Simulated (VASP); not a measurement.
# Mg8HO8 (a cell with a defect): single point with PBE+D3(BJ)

Mg8HO8 (a cell with a defect):

```
Mg O H
1.0
     0.00000    3.85100    3.85100
     3.85100    0.00000    3.85100
     3.85100    3.85100    0.00000
Mg O H
8 8 1
Direct
  0.99747 0.98657 0.01671
  0.99896 0.00429 0.50353
  0.00232 0.49703 0.99622
  0.99739 0.51746 0.48581
  0.50105 0.99335 0.00378
  0.49188 0.00434 0.50354
  0.50289 0.49711 0.99633
  0.50096 0.50446 0.49268
  0.25065 0.25297 0.24439
  0.26839 0.25422 0.75363
  0.25302 0.74939 0.24875
  0.25062 0.74518 0.75220
  0.75215 0.24735 0.24700
  0.72408 0.25410 0.75340
  0.74741 0.74943 0.24865
  0.75219 0.74776 0.74657
  0.06575 0.18642 0.68565
```

| Quantity | Value |
| --- | --- |
| Program | VASP 6.6.1 |
| Task | single point |
| Functional | PBE |
| Dispersion | D3(BJ) |
| Potentials or basis | VASP PAW PBE potentials, release 64 (Mg, O, H) |
| Cutoff | 520 eV |
| k mesh | 3 × 3 × 3 |
| Occupations | gaussian, width 0.05 eV |
| Spin | collinear spin |
| Starting moments | [0.0, 0.0, 0.0, 0.0, 0.0, 0.0, 0.0, 0.0, 0.09, 0.09, 0.0, 0.09, 0.0, 0.09, 0.0, 0.0, 0.4] μB |
| Dipole correction | no |
| Further INCAR settings | ALGO = Normal; EDIFF = 1e-06; NBANDS = 50 |

* Pressure: 86.2 GPa
* Largest force: 2.205 eV/Å
* Net moment: 0.93 μB per cell
* Site moments: Mg +0.02, +0.00, +0.01; O +0.04, +0.16, -0.00, +0.15; H +0.29 μB
* Valence electrons inside the program's atomic spheres: Mg 0.68, 0.63, 0.66, 0.69; O 5.29, 5.28, 5.31; H 0.67
* Dispersion energy per atom: -0.378 eV

Forces in eV/Å, atoms in the order of the input:
```
Mg   0.193 -0.106  0.119
Mg   0.081  0.039  0.042
Mg   0.232  0.034  0.027
Mg   0.194  0.121 -0.105
Mg   0.080 -0.060  0.050
Mg   0.081 -0.026 -0.031
Mg   0.219 -0.024 -0.023
Mg   0.080  0.056 -0.051
O    0.003 -0.054  0.054
O    0.270 -0.209 -0.206
O    0.106  0.000  0.007
O    0.002  0.059 -0.050
O    0.146 -0.002  0.009
O    0.265  0.180  0.185
O    0.109  0.004 -0.002
O    0.145  0.004 -0.007
H   -2.205 -0.018 -0.018
```

Stress tensor (GPa, compression positive):
```
79.80  0.00  0.00
 0.00 89.44 -0.22
 0.00 -0.22 89.41
```

Levels at points of the mesh, in eV from the Fermi level:
Spin up:
```
           k point  band 30  band 31  band 32  band 33  band 34  band 35  band 36  band 37
(0.00, 0.00, 0.00)    -4.81    -4.77    -4.76    -1.86     3.27     4.41     4.53     4.56
```
Spin down:
```
           k point  band 28  band 29  band 30  band 31  band 32  band 33  band 34  band 35  band 36  band 37
(0.00, 0.00, 0.00)    -5.68    -5.68    -4.69    -4.68    -4.64    -0.25     3.32     4.44     4.55     4.55
```

Wall time 3.6 min on 1 thread of Intel(R) Xeon(R) Platinum 8259CL CPU @ 2.50GHz (Skylake/Cascade Lake) (shared host), peak memory 0.42 GiB.

Caveat: the k points lie up to 0.47 Å⁻¹ apart.
